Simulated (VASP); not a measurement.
# LiCl: single point with PBE

Crystal: LiCl.

```
Li Cl
1.0
     0.00000    2.62592    2.62592
     2.62592    0.00000    2.62592
     2.62592    2.62592    0.00000
Li Cl
1 1
Direct
  0.50000 0.50000 0.50000
  0.00000 0.00000 0.00000
```

This cell differs from its parent crystal: volume scaled by 1.06.

| Property | Result |
| --- | --- |
| Program | VASP 6.6.1 |
| Task | single point |
| Functional | PBE |
| Potentials or basis | VASP PAW PBE potentials, release 64 (Li_sv, Cl) |
| Cutoff | 520 eV |
| k mesh | 8 × 8 × 8 |
| Occupations | gaussian, width 0.02 eV |
| Spin | no spin polarisation |

```yaml
Band_gap_on_the_k_mesh: 5.96 eV, direct
```

Levels at points of the mesh, in eV from the valence-band top:
```csv
k point,band 3,band 4,band 5,band 6,band 7,band 8
"(0.00, 0.00, 0.00)",0.00,0.00,0.00,5.96,11.87,11.87
"(0.50, 0.00, 0.00)",-2.54,-0.23,-0.23,6.68,9.45,9.45
"(0.50, 0.50, 0.00)",-2.59,-0.98,-0.98,7.72,8.38,11.85
```

Run time: 12 s on 1 thread of Intel(R) Xeon(R) 6975P-C (Granite Rapids), with other jobs on the host, peak memory 0.14 GiB.

 A k mesh can miss the band edges.
